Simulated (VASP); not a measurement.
Write the native input for VASP 6.6.1 that does the following.

| Item | Value |
| --- | --- |
| Task | single point |
| Functional | LDA |
| Potentials or basis | VASP PAW LDA potentials, release 64 (Rb_sv, Br) |
| Cutoff | 520 eV |
| k mesh | 14 × 14 × 14 |
| Occupations | gaussian, width 0.1 eV |
| Spin | no spin polarisation |
| Dipole correction | no |
| Further INCAR settings | ALGO = Normal; EDIFF = 1e-06; NBANDS = 23 |

The structure of RbBr3 lies in POSCAR:

```
RbBr3
1.0
   -2.3539689743      2.3539689743      6.7089032887
    2.3539689743     -2.3539689743      6.7089032887
    2.3539689743      2.3539689743     -6.7089032887
Rb Br
1 3
Direct
    0.0000000000      0.0000000000      0.0000000000
    0.7500000000      0.2500000000      0.5000000000
    0.2500000000      0.7500000000      0.5000000000
    0.5000000000      0.5000000000      0.0000000000
```

This cell differs from its parent crystal: strained.

These files were run (other wordings do the same):

INCAR

```
SYSTEM = RbBr3
ALGO     = Normal         ! electronic algorithm
EDIFF    = 1E-6           ! SCF threshold, eV
ENCUT    = 520            ! plane-wave cutoff, eV
GGA      = CA             ! functional
ISIF     = 2              ! what is computed and relaxed
ISMEAR   = 0              ! smearing method
LASPH    = .True.         ! aspherical terms in the spheres
LCHARG   = .False.        ! write CHGCAR
LREAL    = .False.        ! projectors in reciprocal space
LWAVE    = .False.        ! write WAVECAR
NBANDS   = 23             ! bands
NELM     = 80             ! most SCF steps
PREC     = Accurate       ! precision mode
SIGMA    = 0.1            ! smearing width, eV
```

KPOINTS

```
k-points
0
Gamma
  14 14 14
  0 0 0
```

Potentials or basis: VASP PAW LDA potentials, release 64 (Rb_sv, Br).

Run with:

```console
$ cat potpaw_LDA.64/Rb_sv/POTCAR potpaw_LDA.64/Br/POTCAR > POTCAR
$ mpirun -np 1 vasp_std > vasp.out
```

It gave:

| Item | Value |
| --- | --- |
| Pressure | -3.7 GPa |
| Band gap on the k mesh | zero (bands 15 and 16 overlap by 0.80 eV) |

Caveat: the cell differs from its parent crystal (strained); the cell stands under tension.

Wall time 24 min on 1 thread of Intel(R) Xeon(R) Platinum 8488C (Sapphire Rapids), on a shared host, peak memory 0.84 GiB.
